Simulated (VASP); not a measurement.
# BN (Cc) in VASP: single point with LDA

Aim: the single point of BN with LDA.

Everything below comes from runs of VASP 6.6.1. Logs are shortened: lines on timing, memory, paths and dates and some standing lists are left out, and cuts for length are marked.

### 1 The cell of the first run

Symmetry: Cc, No. 9, monoclinic system. The conventional cell has a = 3.288 Å, b = 9.431 Å, c = 4.349 Å, α = 90.00°, β = 105.92°, γ = 90.00°. Within 1.9 Å of B (site symmetry 1) lie 3 N at 1.45 to 1.47 Å. B (site symmetry 1) has 3 N at 1.44 to 1.49 Å within 1.9 Å. Within 1.9 Å of N (site symmetry 1) lie 3 B at 1.44 to 1.49 Å. N (site symmetry 1) has 3 B at 1.45 to 1.47 Å within 1.9 Å.

### 2 Single point, LDA

File INCAR:

```
SYSTEM = BN
  PREC = Accurate
  ENCUT = 520
  EDIFF = 1E-6
  ISMEAR = 0
  SIGMA = 0.01
  LREAL = .False.
  LASPH = .True.
  NELM = 100
  ALGO = Normal
  ISIF = 2
  LWAVE = .False.
  LCHARG = .False.
  GGA = CA
  NBANDS = 26
```

File KPOINTS:

```
regular mesh
0
Gamma
  6 6 5
  0 0 0
```

File POSCAR:

```
BN
1.0
    1.6438210000     -4.7155350000      0.0000000000
    1.6438210000      4.7155350000      0.0000000000
   -1.1929310000      0.0000000000      4.1817430000
B N
4 4
Direct
    0.4344000000      0.5664270000      0.0002040000
    0.5664270000      0.4344000000      0.5002040000
    0.1769990000      0.5642020000      0.4918210000
    0.5642020000      0.1769990000      0.9918210000
    0.3857400000      0.7783390000      0.8407830000
    0.7783390000      0.3857400000      0.3407830000
    0.3799060000      0.5117870000      0.3210930000
    0.5117870000      0.3799060000      0.8210930000
```

Potentials or basis: VASP PAW LDA potentials, release 64 (B, N).

Launch:

```sh
$ cat potpaw_LDA.64/B/POTCAR potpaw_LDA.64/N/POTCAR > POTCAR
$ mpirun -np 1 vasp_std > vasp.out
```

OUTCAR:

```text
SYSTEM = BN
   PREC = Accurate
   ENCUT = 520
   EDIFF = 1E-6
   ISMEAR = 0
   LREAL = .False.
   LASPH = .True.
   NELM = 100
   ISIF = 2
   GGA = CA

 ion  position               nearest neighbor table
   1  0.434  0.566  0.000-   8 1.45   7 1.45   5 1.47
   2  0.566  0.434  0.500-   7 1.45   8 1.45   6 1.47
   3  0.177  0.564  0.492-   6 1.44   7 1.47   5 1.49
   4  0.564  0.177  0.992-   5 1.44   8 1.47   6 1.49
   5  0.386  0.778  0.841-   4 1.44   1 1.47   3 1.49
   6  0.778  0.386  0.341-   3 1.44   2 1.47   4 1.49
   7  0.380  0.512  0.321-   2 1.45   1 1.45   3 1.47
   8  0.512  0.380  0.821-   1 1.45   2 1.45   4 1.47

  LATTYP: Found a base centered monoclinic cell.
 ALAT       =     3.2876420000
 B/A-ratio  =     2.8686426320
 C/A-ratio  =     1.3227017273
 COS(beta)  =    -0.2743272083

  Lattice vectors:

 A1 = (   1.6438210000,  -4.7155350000,   0.0000000000)
 A2 = (   1.6438210000,   4.7155350000,   0.0000000000)
 A3 = (  -1.1929310000,   0.0000000000,   4.1817430000)

Analysis of symmetry for initial positions (statically):
=====================================================================
 Subroutine PRICEL returns:
 Original cell was already a primitive cell.

 Routine SETGRP: Setting up the symmetry group for a
 base centered monoclinic supercell.

 Subroutine GETGRP returns: Found  2 space group operations
 (whereof  1 operations were pure point group operations)
 out of a pool of  4 trial point group operations.

The static configuration has the point symmetry C_1 .
 The point group associated with its full space group is C_1h.

Analysis of symmetry for dynamics (positions and initial velocities):
=====================================================================
 Subroutine PRICEL returns:
 Original cell was already a primitive cell.

 Routine SETGRP: Setting up the symmetry group for a
 base centered monoclinic supercell.

 Subroutine GETGRP returns: Found  2 space group operations
 (whereof  1 operations were pure point group operations)
 out of a pool of  4 trial point group operations.

The dynamic configuration has the point symmetry C_1 .
 The point group associated with its full space group is C_1h.

 Subroutine INISYM returns: Found  2 space group operations
 (whereof  1 operations are pure point group operations),
 and found     1 'primitive' translations

----------------------------------------------------------------------------------------

                                     Primitive cell

  volume of cell :      64.8295

  direct lattice vectors                    reciprocal lattice vectors
     1.643821000 -4.715535000  0.000000000     0.304169371 -0.106032507  0.086770773
     1.643821000  4.715535000  0.000000000     0.304169371  0.106032507  0.086770773
    -1.192931000  0.000000000  4.181743000     0.000000000  0.000000000  0.239134734

  length of vectors
     4.993837985  4.993837985  4.348569752     0.333603157  0.333603157  0.239134734

  position of ions in fractional coordinates (direct lattice)
     0.434400000  0.566427000  0.000204000
     0.566427000  0.434400000  0.500204000
     0.176999000  0.564202000  0.491821000
     0.564202000  0.176999000  0.991821000
     0.385740000  0.778339000  0.840783000
     0.778339000  0.385740000  0.340783000
     0.379906000  0.511787000  0.321093000
     0.511787000  0.379906000  0.821093000

  ion indices of the primitive-cell ions
   primitive index   ion index
                 1           1
                 2           2
                 3           3
                 4           4
                 5           5
                 6           6
                 7           7
                 8           8

----------------------------------------------------------------------------------------

 KPOINTS: regular mesh

Automatic generation of k-mesh.
 Grid dimensions read from file:
 generate k-points for:    6    6    5

 Generating k-lattice:

  Cartesian coordinates                     Fractional coordinates (reciprocal lattice)
     0.050694895 -0.017672085  0.014461795     0.166666667  0.000000000 -0.000000000
     0.050694895  0.017672085  0.014461795     0.000000000  0.166666667 -0.000000000
     0.000000000  0.000000000  0.047826947     0.000000000  0.000000000  0.200000000

  Length of vectors
     0.055600526  0.055600526  0.047826947

  Shift w.r.t. Gamma in fractional coordinates (k-lattice)
     0.000000000  0.000000000  0.000000000

 Subroutine IBZKPT returns following result:
 ===========================================

 Found     55 irreducible k-points:

 Following reciprocal coordinates:
            Coordinates               Weight
  0.000000  0.000000  0.000000      1.000000
  0.166667  0.000000 -0.000000      4.000000
  0.333333 -0.000000 -0.000000      4.000000
  0.500000  0.000000 -0.000000      2.000000
  0.166667  0.166667 -0.000000      2.000000
  0.333333  0.166667 -0.000000      4.000000
[... 16 lines left out ...]
 -0.333333  0.166667  0.200000      4.000000
 -0.166667  0.166667  0.200000      4.000000
 [... further k-points ...]
   k-points           NKPTS =     55   k-points in BZ     NKDIM =     55   number of bands    NBANDS=     26
   number of dos      NEDOS =    301   number of ions     NIONS =      8
   total plane-waves  NPLWV =  51200
   dimension x,y,z NGX =    40 NGY =   40 NGZ =   32
   dimension x,y,z NGXF=    80 NGYF=   80 NGZF=   64
   ions per type =               4   4
   NGX,Y,Z   is equivalent  to a cutoff of  13.32, 13.32, 12.23 a.u.
   NGXF,Y,Z  is equivalent  to a cutoff of  26.63, 26.63, 24.47 a.u.
 SYSTEM =  BN
   PREC   = accura    normal or accurate (medium, high low for compatibility)
   ISTART =      0    job   : 0-new  1-cont  2-samecut
   ICHARG =      2    charge: 1-file 2-atom 10-const
   ISPIN  =      1    spin polarized calculation?
   LNONCOLLINEAR =      F non collinear calculations
   LSORBIT =      F    spin-orbit coupling
   LASPH  =      T    aspherical Exc in radial PAW
   ENCUT  =  520.0 eV  38.22 Ry    6.18 a.u.   9.29  9.29  8.09*2*pi/ulx,y,z
   NELM   =    100;   NELMIN=  2; NELMDL= -5     # of ELM steps
   EDIFF  = 0.1E-05   stopping-criterion for ELM
   LREAL  =      F    real-space projection
   EDIFFG = 0.1E-04   stopping-criterion for IOM
   NSW    =      0    number of steps for IOM
   IBRION =     -1    ionic relax: 0-MD 1-quasi-New 2-CG
   NFREE  =      0    steps in history (QN), initial steepest desc. (CG)
   ISIF   =      2    stress and relaxation
   ISYM   =      2    0-nonsym 1-usesym 2-fastsym
   POTIM  = 0.5000    time-step for ionic-motion
   TEBEG  =    0.0;   TEEND  =   0.0 temperature during run
   PSTRESS=    0.0 pullay stress
   NELECT =      32.0000    total number of electrons
   NUPDOWN=      -1.0000    fix difference up-down
   EMIN   =  10.00;   EMAX   =-10.00  energy-range for DOS
   EFERMI =   0.00;   METHOD = LEGACY
   ISMEAR =     0;   SIGMA  =   0.01  broadening in eV -4-tet -1-fermi 0-gaus
   EFERMI_NEDOS =   21; number of points for ismear=-14 and -15
   IALGO  =     38    algorithm
   IMIX   =      4    mixing-type and parameters
     AMIX     =   0.40;   BMIX     =  1.00
     AMIX_MAG =   1.60;   BMIX_MAG =  1.00
  volume/ion in A,a.u.               =       8.10        54.69
  Fermi-wavevector in a.u.,A,eV,Ry     =   1.293800  2.444928 22.775050  1.673919
  Thomas-Fermi vector in A             =   2.425423
   LORBIT       =      0    0 simple, 1 ext, 2 COOP (PROOUT), +10 PAW based schemes
   GGA     = CA    functional components
   LHFCALC =     F    Hartree Fock is set to
   AEXX    =    0.0000 exact exchange contribution
   IVDW    =     0    specifies the selected vdW correction
   LEPSILON=     F    determine dielectric tensor
   LRPA    =     F    only Hartree local field effects (RPA)
 non-spin polarized calculation
 Gauss-broadening in eV      SIGMA  =   0.01
  energy-cutoff  :      520.00
  volume of cell :       64.83
 maximum number of plane-waves:      1763
 NGX is ok and might be reduce to    40
   NGX = 19   NGY = 19   NGZ = 17

 number of electron      32.0000003 magnetization

 Free energy of the ion-electron system (eV)
  ---------------------------------------------------
  ext. energy  EPLUGINS =         0.00000000
  ---------------------------------------------------
  free energy    TOTEN  =       -75.64580553 eV

  energy without entropy =      -75.64580553  energy(sigma->0) =      -75.64580553

 E-fermi :   3.4862     XC(G=0): -11.2345

 val. band max:        3.4161162305   @ k =   0.3333  -0.0000  -0.0000
 cond. band min:       6.8073574514   @ k =   0.0000   0.0000   0.2000
 fundamental gap:      3.3912412209
 Fermi energy:         3.4861612210

 k-point     1 :       0.0000    0.0000    0.0000
  band No.  band energies     occupation
      1     -14.4956      2.00000
      2     -11.2297      2.00000
      3     -11.2229      2.00000
      4     -11.0909      2.00000
      5      -5.7087      2.00000
      6      -4.4483      2.00000
[... 18 lines left out ...]
     25      15.5704      0.00000
     26      15.6213      0.00000

 k-point     2 :       0.1667    0.0000   -0.0000
  band No.  band energies     occupation
      1     -14.2970      2.00000
      2     -11.5656      2.00000
      3     -11.1366      2.00000
      4     -10.8501      2.00000
      5      -5.5772      2.00000
      6      -4.5479      2.00000
[... 18 lines left out ...]
     25      15.6246      0.00000
     26      15.7958      0.00000

 k-point     3 :       0.3333   -0.0000   -0.0000
  band No.  band energies     occupation
      1     -13.8011      2.00000
      2     -11.9127      2.00000
      3     -11.1035      2.00000
      4     -10.6672      2.00000
      5      -5.3435      2.00000
      6      -4.6257      2.00000
[... 572 lines left out ...]
 k-point    23 :      -0.3333    0.1667    0.2000
  band No.  band energies     occupation
      1     -13.9762      2.00000
      2     -12.2332      2.00000
      3     -11.2768      2.00000
      4     -10.6588      2.00000
      5      -5.1003      2.00000
      6      -4.7038      2.00000
[... 18 lines left out ...]
     25      15.5138      0.00000
     26      15.9374      0.00000

 k-point    24 :      -0.1667    0.1667    0.2000
  band No.  band energies     occupation
      1     -14.1760      2.00000
      2     -11.8695      2.00000
      3     -11.6048      2.00000
      4     -10.7603      2.00000
      5      -5.1668      2.00000
      6      -4.7435      2.00000
[... 18 lines left out ...]
     25      15.2285      0.00000
     26      15.8813      0.00000

 [... further k-points ...]
[... 5 lines left out ...]
  --------------------------------------------------------------------------------------
  -------------------------------------------------------------------------------------
  Total       -2.5445557     -3.9503830     -3.9699881      0.0000000      0.0000000      0.1825615
  in kB      -62.8853841    -97.6285754    -98.1130896      0.0000000      0.0000000      4.5117701
  external PRESSURE =     -86.2090164 kB  Pullay stress =       0.0000000 kB

 VOLUME and BASIS-vectors are now :
 -----------------------------------------------------------------------------
  energy-cutoff  :      520.00
  volume of cell :       64.83
      direct lattice vectors                 reciprocal lattice vectors
     1.643821000 -4.715535000  0.000000000     0.304169371 -0.106032507  0.086770773
     1.643821000  4.715535000  0.000000000     0.304169371  0.106032507  0.086770773
    -1.192931000  0.000000000  4.181743000     0.000000000  0.000000000  0.239134734

 POSITION                                       TOTAL-FORCE (eV/Angst)
 -----------------------------------------------------------------------------------
      1.64494      0.62258      0.00085        -0.013800     -0.009889     -0.006033
      1.04847     -0.62258      2.09172        -0.013800      0.009889     -0.006033
      0.63169      1.82587      2.05667        -0.007351      0.007254     -0.010198
      0.03523     -1.82587      4.14754        -0.007351     -0.007254     -0.010198
      0.91054      1.85131      3.51594         0.006190     -0.012998     -0.011691
      1.50701     -1.85131      1.42507         0.006190      0.012998     -0.011691
      1.08274      0.62189      1.34273         0.014961     -0.008780      0.027923
      0.48628     -0.62189      3.43360         0.014961      0.008780      0.027923
 -----------------------------------------------------------------------------------
    total drift:                               -0.000289      0.000000     -0.000344

  FREE ENERGIE OF THE ION-ELECTRON SYSTEM (eV)
  ---------------------------------------------------
  free  energy   TOTEN  =       -75.6458055294 eV

  energy  without entropy=      -75.6458055294  energy(sigma->0) =      -75.64580553
```

It took 60 s on 1 thread of AMD EPYC 9R45 (Zen 5), shared host; peak memory 0.18 GiB.

Results:

```
Free energy            : -75.6458 eV
Pressure               : -8.6 GPa
Largest force          : 0.033 eV/Å
Band gap on the k mesh : 3.39 eV, indirect (least direct gap 3.91 eV)
```

Forces on the atoms (eV/Å):
```
B   -0.014 -0.010 -0.006
B   -0.014  0.010 -0.006
B   -0.007  0.007 -0.010
B   -0.007 -0.007 -0.010
N    0.006 -0.013 -0.012
N    0.006  0.013 -0.012
N    0.015 -0.009  0.028
N    0.015  0.009  0.028
```

Stress tensor (GPa, compression positive):
```
-6.29  0.00  0.45
 0.00 -9.76  0.00
 0.45  0.00 -9.81
```
